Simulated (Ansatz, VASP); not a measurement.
# HfSnTeS3: VASP beside Ansatz

Contents of INCAR:

```
PREC = Accurate
ENCUT = 600
EDIFF = 1E-7
ISMEAR = 0
SIGMA = 0.1
LREAL = False
LASPH = True
NELM = 100
ALGO = Fast
ISIF = 3
LWAVE = False
LCHARG = False
GGA = PE
IBRION = 2
NSW = 100
EDIFFG = -0.01
```

Contents of KPOINTS:

```
regular mesh
0
Gamma
  10 8 6
```

File POSCAR:

```
HfSnTeS3
1.0
    3.9051594256      0.0000000000      0.0000000000
    0.0000000000      4.7436731263      0.0000000000
    0.0000000000      0.0000000000      8.4372628845
Hf Sn Te S
1 1 1 3
Direct
    0.0000000000      0.0000000000      0.0000000000
    0.5000000000      0.0000000000      0.5000000000
    0.5000000000      0.5000000000      0.0000000000
    0.0000000000      0.0000000000      0.7128817674
    0.0000000000      0.0000000000      0.2871182326
    0.5000000000      0.5000000000      0.5000000000
```

Input for Ansatz:

```yaml
crystal:
  lattice:
    - [3.9051594256, 0.0, 0.0]
    - [0.0, 4.7436731263, 0.0]
    - [0.0, 0.0, 8.4372628845]
  atoms:
    - { symbol: Hf, position: [0.0, 0.0, 0.0] }
    - { symbol: Sn, position: [0.5, 0.0, 0.5] }
    - { symbol: Te, position: [0.5, 0.5, 0.0] }
    - { symbol: S, position: [0.0, 0.0, 0.7128817674] }
    - { symbol: S, position: [0.0, 0.0, 0.2871182326] }
    - { symbol: S, position: [0.5, 0.5, 0.5] }
basis:
  ecutwfc: 420
kpoints:
  mp_grid: { grid: [10, 8, 6] }
hamiltonian:
  xc: pbe
scf:
  occupations: { method: gaussian, width: 0.1 }
output:
  forces: true
  stress: true
  eigenvalues: true
  write_density: true
  write_potential: true
  elf: true
  volumetric_format: npy
relax:
  adjacent_minimum: "off"
  f_tol: 0.01
  max_steps: 80
  cell: { stress_tol: 0.05 }
```

Change from the starting cell: species swapped into the DyGaFeCo3 type (P2/m, No. 10).

Alike in both runs: task relaxation of cell and atoms; functional PBE; k mesh 10 × 8 × 6; occupations gaussian, width 0.1 eV; no spin polarisation.

```csv
,VASP,Ansatz
version,VASP 6.6.1,Ansatz 0.2.0
potentials or method,"VASP PAW PBE potentials, release 64 (Hf_pv, Sn_d, Te, S), cutoff 600 eV","scalar-relativistic, plane waves, PAW"
valence electrons in the cell,48,74
```

|  | VASP | Ansatz | Ansatz less VASP |
| --- | --- | --- | --- |
| gap on the k mesh at the Fermi level, each at its own relaxed structure (eV) | none | none | - |
| relaxed volume (Å³/atom) | 25.87 | 25.92 | +0.057 |
| relaxed length of the cell vector where the two differ most in proportion (Å) | 3.877 | 3.881 | +0.0036 |

A gap of «none» marks a metal or a gap that the smearing closes. VASP's potentials hold 48 valence electrons a cell and Ansatz's 74, so a difference there can come from the potentials and not from the codes.

Neither program's run includes spin-orbit coupling.
